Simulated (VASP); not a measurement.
AgAu2:

```xyz
3
Lattice="-1.3824 2.2464 4.3429 1.3824 -2.2464 4.3429 1.3824 2.2464 -4.3429" Properties=species:S:1:pos:R:3 pbc="T T T"
Ag    0.0000    0.0000    0.0000
Au    0.0000    0.0000    5.7903
Au    0.0000    0.0000    2.8956
```

| Item | Value |
| --- | --- |
| Program | VASP 6.6.1 |
| Task | relaxation of cell and atoms |
| Functional | PBE |
| Potentials or basis | VASP PAW PBE potentials, release 64 (Ag, Au) |
| Cutoff | 600 eV |
| k mesh | 8 × 8 × 8 |
| Occupations | gaussian, width 0.1 eV |
| Spin | no spin polarisation |

At the start: pressure 0.2 GPa; volume 17.98 Å³/atom.

Problem. Where does the relaxation end?

Solution. Over 9 steps the energy falls by 17.1 meV/atom and the volume is 17.88 Å³/atom (-0.5 %); space group Immm (No. 71, to 0.1 Å) before and after.

Step by step:
```tsv
step	energy change (eV)	largest force (eV/Å)	pressure (GPa)	volume (Å³)
1	0.0000	0.0147	0.16	53.95
2	-0.0247	0.0033	-0.66	54.07
3	-0.0303	0.0014	-0.96	54.13
4	-0.0405	0.0088	-1.16	54.21
5	-0.0398	0.0255	-0.87	54.19
6	-0.0456	0.0017	-1.17	54.23
7	-0.0414	0.0047	2.68	52.59
8	-0.0491	0.0002	0.24	53.56
9	-0.0512	0.0062	0.00	53.65
```

Final structure:
```
Ag Au
1.0
    -1.48457    2.05975    4.38637
     1.48457   -2.05975    4.38637
     1.48457    2.05975   -4.38637
Ag Au
1 2
Direct
  0.00000 0.00000 0.00000
  0.66626 0.66626 0.00000
  0.33374 0.33374 0.00000
```
